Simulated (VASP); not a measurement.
# Zr (Im-3m) in VASP: single point with PBE

Aim: the single point of Zr with PBE.

All numbers are computed with VASP 6.6.1; they aren't measurements. Logs are shortened: lines on timing, memory, paths and dates and some standing lists are left out, and cuts for length are marked.

## (1) The cell of the first run

Symmetry: Im-3m, No. 229, cubic system. The conventional cell has a = 3.679 Å, b = 3.679 Å, c = 3.679 Å, α = 90.00°, β = 90.00°, γ = 90.00°. Within 4.2 Å of Zr (site symmetry m-3m) lie 14 Zr at 3.19 to 3.68 Å.

This isn't the form of Zr at room conditions, which is hcp.

## (2) Single point, PBE (24.90 Å³/atom)

Contents of INCAR:

```
SYSTEM = Zr
ALGO     = Normal         ! electronic algorithm
EDIFF    = 1E-6           ! SCF threshold, eV
ENCUT    = 520            ! plane-wave cutoff, eV
GGA      = PE             ! functional
ISIF     = 2              ! what is computed and relaxed
ISMEAR   = -1             ! smearing method
LASPH    = .TRUE.         ! aspherical terms in the spheres
LCHARG   = .FALSE.        ! write CHGCAR
LREAL    = .FALSE.        ! projectors in reciprocal space
LWAVE    = .FALSE.        ! write WAVECAR
NBANDS   = 12             ! bands
NELM     = 80             ! most SCF steps
PREC     = Accurate       ! precision mode
SIGMA    = 0.03           ! smearing width, eV
```

Contents of KPOINTS:

```
k-points
0
G
  16 16 16
  0 0 0
```

Contents of POSCAR:

```
Zr
1.0
   -1.8396774058      1.8396774058      1.8396774058
    1.8396774058     -1.8396774058      1.8396774058
    1.8396774058      1.8396774058     -1.8396774058
Zr
1
Direct
    0.0000000000      0.0000000000      0.0000000000
```

Potentials or basis: VASP PAW PBE potentials, release 64 (Zr_sv).

The run is started by

```console
$ cat potpaw_PBE.64/Zr_sv/POTCAR > POTCAR
$ mpirun -np 1 vasp_std > vasp.out
```

OUTCAR:

```text
SYSTEM = Zr
   EDIFF = 1E-6
   ENCUT = 520
   GGA = PE
   ISIF = 2
   ISMEAR = -1
   LASPH = .TRUE.
   LREAL = .FALSE.
   NELM = 80
   PREC = Accurate

 ion  position               nearest neighbor table
   1  0.000  0.000  0.000-

  LATTYP: Found a body centered cubic cell.
 ALAT       =     3.6793548116

  Lattice vectors:

 A1 = (  -1.8396774058,   1.8396774058,   1.8396774058)
 A2 = (   1.8396774058,  -1.8396774058,   1.8396774058)
 A3 = (   1.8396774058,   1.8396774058,  -1.8396774058)

Analysis of symmetry for initial positions (statically):
=====================================================================
 Subroutine PRICEL returns:
 Original cell was already a primitive cell.

 Routine SETGRP: Setting up the symmetry group for a
 body centered cubic supercell.

 Subroutine GETGRP returns: Found 48 space group operations
 (whereof 48 operations were pure point group operations)
 out of a pool of 48 trial point group operations.

The static configuration has the point symmetry O_h .

Analysis of symmetry for dynamics (positions and initial velocities):
=====================================================================
 Subroutine PRICEL returns:
 Original cell was already a primitive cell.

 Routine SETGRP: Setting up the symmetry group for a
 body centered cubic supercell.

 Subroutine GETGRP returns: Found 48 space group operations
 (whereof 48 operations were pure point group operations)
 out of a pool of 48 trial point group operations.

The dynamic configuration has the point symmetry O_h .

 Subroutine INISYM returns: Found 48 space group operations
 (whereof 48 operations are pure point group operations),
 and found     1 'primitive' translations

----------------------------------------------------------------------------------------

                                     Primitive cell

  volume of cell :      24.9049

  direct lattice vectors                    reciprocal lattice vectors
    -1.839677406  1.839677406  1.839677406     0.000000000  0.271786781  0.271786781
     1.839677406 -1.839677406  1.839677406     0.271786781  0.000000000  0.271786781
     1.839677406  1.839677406 -1.839677406     0.271786781  0.271786781  0.000000000

  length of vectors
     3.186414736  3.186414736  3.186414736     0.384364552  0.384364552  0.384364552

  position of ions in fractional coordinates (direct lattice)
     0.000000000  0.000000000  0.000000000

  ion indices of the primitive-cell ions
   primitive index   ion index
                 1           1

----------------------------------------------------------------------------------------

 KPOINTS: k-points

Automatic generation of k-mesh.
 Grid dimensions read from file:
 generate k-points for:   16   16   16

 Generating k-lattice:

  Cartesian coordinates                     Fractional coordinates (reciprocal lattice)
     0.000000000  0.016986674  0.016986674     0.062500000  0.000000000  0.000000000
     0.016986674  0.000000000  0.016986674     0.000000000  0.062500000  0.000000000
     0.016986674  0.016986674  0.000000000     0.000000000  0.000000000  0.062500000

  Length of vectors
     0.024022784  0.024022784  0.024022784

  Shift w.r.t. Gamma in fractional coordinates (k-lattice)
     0.000000000  0.000000000  0.000000000

 Subroutine IBZKPT returns following result:
 ===========================================

 Found    145 irreducible k-points:

 Following reciprocal coordinates:
            Coordinates               Weight
  0.000000  0.000000  0.000000      1.000000
  0.062500  0.000000  0.000000     12.000000
  0.125000  0.000000  0.000000     12.000000
  0.187500  0.000000  0.000000     12.000000
  0.250000  0.000000  0.000000     12.000000
  0.312500  0.000000  0.000000     12.000000
[... 16 lines left out ...]
  0.187500  0.187500  0.000000     24.000000
  0.250000  0.187500  0.000000     48.000000
 [... further k-points ...]
   k-points           NKPTS =    145   k-points in BZ     NKDIM =    145   number of bands    NBANDS=     12
   number of dos      NEDOS =    301   number of ions     NIONS =      1
   total plane-waves  NPLWV =  13824
   dimension x,y,z NGX =    24 NGY =   24 NGZ =   24
   dimension x,y,z NGXF=    48 NGYF=   48 NGZF=   48
   ions per type =               1
   NGX,Y,Z   is equivalent  to a cutoff of  12.52, 12.52, 12.52 a.u.
   NGXF,Y,Z  is equivalent  to a cutoff of  25.04, 25.04, 25.04 a.u.
 SYSTEM =  Zr
   PREC   = accura    normal or accurate (medium, high low for compatibility)
   ISTART =      0    job   : 0-new  1-cont  2-samecut
   ICHARG =      2    charge: 1-file 2-atom 10-const
   ISPIN  =      1    spin polarized calculation?
   LNONCOLLINEAR =      F non collinear calculations
   LSORBIT =      F    spin-orbit coupling
   LASPH  =      T    aspherical Exc in radial PAW
   ENCUT  =  520.0 eV  38.22 Ry    6.18 a.u.   5.92  5.92  5.92*2*pi/ulx,y,z
   NELM   =     80;   NELMIN=  2; NELMDL= -5     # of ELM steps
   EDIFF  = 0.1E-05   stopping-criterion for ELM
   LREAL  =      F    real-space projection
   EDIFFG = 0.1E-04   stopping-criterion for IOM
   NSW    =      0    number of steps for IOM
   IBRION =     -1    ionic relax: 0-MD 1-quasi-New 2-CG
   NFREE  =      0    steps in history (QN), initial steepest desc. (CG)
   ISIF   =      2    stress and relaxation
   ISYM   =      2    0-nonsym 1-usesym 2-fastsym
   POTIM  = 0.5000    time-step for ionic-motion
   TEBEG  =    0.0;   TEEND  =   0.0 temperature during run
   PSTRESS=    0.0 pullay stress
   NELECT =      12.0000    total number of electrons
   NUPDOWN=      -1.0000    fix difference up-down
   EMIN   =  10.00;   EMAX   =-10.00  energy-range for DOS
   EFERMI =   0.00;   METHOD = LEGACY
   ISMEAR =    -1;   SIGMA  =   0.03  broadening in eV -4-tet -1-fermi 0-gaus
   EFERMI_NEDOS =   21; number of points for ismear=-14 and -15
   IALGO  =     38    algorithm
   IMIX   =      4    mixing-type and parameters
     AMIX     =   0.40;   BMIX     =  1.00
     AMIX_MAG =   1.60;   BMIX_MAG =  1.00
  volume/ion in A,a.u.               =      24.90       168.07
  Fermi-wavevector in a.u.,A,eV,Ry     =   1.283434  2.425339 22.411559  1.647203
  Thomas-Fermi vector in A             =   2.415687
   LORBIT       =      0    0 simple, 1 ext, 2 COOP (PROOUT), +10 PAW based schemes
   GGA     = PE    functional components
   LHFCALC =     F    Hartree Fock is set to
   AEXX    =    0.0000 exact exchange contribution
   IVDW    =     0    specifies the selected vdW correction
   LEPSILON=     F    determine dielectric tensor
   LRPA    =     F    only Hartree local field effects (RPA)
 non-spin polarized calculation
  energy-cutoff  :      520.00
  volume of cell :       24.90
 maximum number of plane-waves:       691
   NGX = 11   NGY = 11   NGZ = 11

 number of electron      12.0000000 magnetization

 Free energy of the ion-electron system (eV)
  ---------------------------------------------------
  ext. energy  EPLUGINS =         0.00000000
  ---------------------------------------------------
  free energy    TOTEN  =        -8.39372065 eV

  energy without entropy =       -8.38752730  energy(sigma->0) =       -8.39062397

 E-fermi :   7.9981     XC(G=0): -10.7758

 val. band max:        7.9956047342   @ k =   0.2500   0.2500   0.0000
 cond. band min:       8.0067864831   @ k =   0.2500   0.1875   0.0000
 fundamental gap:      0.0111817489
 Fermi energy:         7.9981245487

 k-point     1 :       0.0000    0.0000    0.0000
  band No.  band energies     occupation
      1     -40.6574      2.00000
      2     -18.2542      2.00000
      3     -18.2542      2.00000
      4     -18.2542      2.00000
      5       2.7414      2.00000
      6       9.0705      0.00000
      7       9.0705      0.00000
      8       9.0705      0.00000
      9      11.3626      0.00000
     10      11.3626      0.00000
     11      20.1511      0.00000
     12      20.1511      0.00000

 k-point     2 :       0.0625    0.0000    0.0000
  band No.  band energies     occupation
      1     -40.6531      2.00000
      2     -18.2854      2.00000
      3     -18.2639      2.00000
      4     -18.2543      2.00000
      5       2.8650      2.00000
      6       8.9898      0.00000
      7       9.0447      0.00000
      8       9.1884      0.00000
      9      11.2393      0.00000
     10      11.3625      0.00000
     11      20.2545      0.00000
     12      20.3739      0.00000

 k-point     3 :       0.1250    0.0000    0.0000
  band No.  band energies     occupation
      1     -40.6409      2.00000
      2     -18.3736      2.00000
      3     -18.2915      2.00000
      4     -18.2548      2.00000
      5       3.2211      2.00000
      6       8.7714      0.00000
      7       8.9322      0.00000
      8       9.5372      0.00000
      9      11.0012      0.00000
     10      11.3703      0.00000
     11      20.4812      0.00000
     12      21.0134      0.00000
[... 286 lines left out ...]
 k-point    23 :       0.1875    0.1875    0.0000
  band No.  band energies     occupation
      1     -40.5740      2.00000
      2     -18.7831      2.00000
      3     -18.4395      2.00000
      4     -18.3100      2.00000
      5       5.3043      2.00000
      6       7.7699      1.99901
      7       8.0450      0.34677
      8      10.7272      0.00000
      9      11.8627      0.00000
     10      12.2032      0.00000
     11      19.3937      0.00000
     12      20.7091      0.00000

 k-point    24 :       0.2500    0.1875    0.0000
  band No.  band energies     occupation
      1     -40.5569      2.00000
      2     -18.8608      2.00000
      3     -18.5040      2.00000
      4     -18.3201      2.00000
      5       5.8179      2.00000
      6       7.5600      2.00000
      7       8.0068      0.85663
      8      10.8969      0.00000
      9      11.9319      0.00000
     10      13.1847      0.00000
     11      18.3832      0.00000
     12      19.9641      0.00000

 [... further k-points ...]

------------------------ aborting loop because EDIFF is reached ----------------------------------------

  FORCE on cell =-STRESS in cart. coord.  units (eV):
  Direction    XX          YY          ZZ          XY          YZ          ZX
  --------------------------------------------------------------------------------------
  -------------------------------------------------------------------------------------
  Total       -1.0297582     -1.0297582     -1.0297582     -0.0000000      0.0000000      0.0000000
  in kB      -66.2461800    -66.2461800    -66.2461800     -0.0000000      0.0000000      0.0000000
  external PRESSURE =     -66.2461800 kB  Pullay stress =       0.0000000 kB

 VOLUME and BASIS-vectors are now :
 -----------------------------------------------------------------------------
  energy-cutoff  :      520.00
  volume of cell :       24.90
      direct lattice vectors                 reciprocal lattice vectors
    -1.839677406  1.839677406  1.839677406     0.000000000  0.271786781  0.271786781
     1.839677406 -1.839677406  1.839677406     0.271786781  0.000000000  0.271786781
     1.839677406  1.839677406 -1.839677406     0.271786781  0.271786781  0.000000000

 POSITION                                       TOTAL-FORCE (eV/Angst)
 -----------------------------------------------------------------------------------
      0.00000      0.00000      0.00000         0.000000      0.000000      0.000000
 -----------------------------------------------------------------------------------
    total drift:                                0.000000      0.000000      0.000000

  FREE ENERGIE OF THE ION-ELECTRON SYSTEM (eV)
  ---------------------------------------------------
  free  energy   TOTEN  =        -8.3937206469 eV

  energy  without entropy=       -8.3875273019  energy(sigma->0) =       -8.39062397
```

Wall time 17 s (1 thread of Intel Xeon Platinum 8375C at 2.90GHz (Ice Lake), shared host); peak memory 0.16 GiB.

What came out:

| Property | Result |
| --- | --- |
| Free energy | -8.3937 eV |
| Pressure | -6.6 GPa |
| Band gap on the k mesh | zero (bands 6 and 7 overlap by 1.74 eV) |

Levels at points of the mesh, in eV from the Fermi level:
| k point | band 4 | band 5 | band 6 | band 7 | band 8 | band 9 |
| --- | --- | --- | --- | --- | --- | --- |
| (0.00, 0.00, 0.00) | -26.25 | -5.26 | 1.07 | 1.07 | 1.07 | 3.36 |
| (0.50, 0.00, 0.00) | -26.26 | -2.60 | -0.56 | 1.33 | 3.32 | 3.94 |
| (0.50, 0.50, 0.50) | -26.79 | -2.27 | -2.27 | 5.19 | 5.19 | 5.19 |

Caveat: the cell stands under tension.
